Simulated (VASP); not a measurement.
A run of VASP 6.6.1:

Contents of POSCAR:

```
Zn
1.0
    2.6000472763      0.0000000000      0.0000000000
   -1.3000236381      2.2517069923      0.0000000000
    0.0000000000      0.0000000000      5.0252147162
Zn
2
Direct
    0.3333333333      0.6666666667      0.7500000000
    0.6666666667      0.3333333333      0.2500000000
```

INCAR.step1

```
SYSTEM = Zn
PREC = Accurate
ENCUT = 520
ISMEAR = 0
SIGMA = 0.05
LREAL = .FALSE.
LASPH = .TRUE.
NELM = 60
NBANDS = 19
GGA = PE
ALGO = Normal
EDIFF = 1E-4
LWAVE = .TRUE.
LCHARG = .FALSE.
```

File INCAR.step2:

```
SYSTEM = Zn
PREC = Accurate
ENCUT = 520
EDIFF = 1E-6
ISMEAR = 0
SIGMA = 0.05
LREAL = .FALSE.
LASPH = .TRUE.
NELM = 60
ALGO = Normal
ISIF = 2
LWAVE = .FALSE.
LCHARG = .TRUE.
METAGGA = R2SCAN
LMIXTAU = .TRUE.
LELF = .TRUE.
LVHAR = .TRUE.
NBANDS = 19
ISTART = 1
```

The input KPOINTS:

```
Automatic mesh
0
G
  18 18 10
  0 0 0
```

Potentials or basis: VASP PAW PBE potentials, release 64 (Zn).

Launch:

```bash
$ cat potpaw_PBE.64/Zn/POTCAR > POTCAR
$ cp INCAR.step1 INCAR
$ mpirun -np 1 vasp_std > vasp.out
$ cp INCAR.step2 INCAR
$ mpirun -np 1 vasp_std > vasp.out
```

Hardware: 1 thread of Intel(R) Xeon(R) Platinum 8488C (Sapphire Rapids) (shared host).

**Question.** Estimate the wall time of this run.

**Answer.** It took 4.3 min on 1 thread of Intel(R) Xeon(R) Platinum 8488C (Sapphire Rapids), with other jobs on the host, peak memory 0.22 GiB. Counts: k points 222.
